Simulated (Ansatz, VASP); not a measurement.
Ni: VASP beside Ansatz

```xyz
3
Lattice="3.9910 0.0000 0.0000 -1.9955 3.4563 0.0000 0.0000 0.0000 2.4185" Properties=species:S:1:pos:R:3 pbc="T T T"
Ni    0.0000    0.0000    0.0000
Ni    0.0000    2.3042    1.2093
Ni    1.9955    1.1521    1.2093
```

Alike in both runs: functional PBE; k mesh 9 × 9 × 13; occupations fermi-dirac, width 0.05 eV; collinear spin.

Ansatz relaxed the structure, and its values are those at the end. VASP's run is a single point on that final structure, the one shown.

```csv
,VASP,Ansatz
version,VASP 6.6.1,Ansatz 0.2.0
potentials or method,"VASP PAW PBE potentials, release 64 (Ni), cutoff 600 eV","plane waves (420 eV) with PAW, scalar-relativistic"
valence electrons in the cell,30,54
```

```csv
,VASP,Ansatz,Ansatz less VASP
pressure (GPa),-0.2,0.0,+0.18
net moment per atom (μB),0.63,0.65,+0.013
size of the moment on the site where the two differ most (μB),0.66,0.70,+0.042
```

Site moments also hang on the region over which each program counts them. VASP's potentials hold 30 valence electrons a cell and Ansatz's 54, so a difference there can come from the potentials and not from the codes.
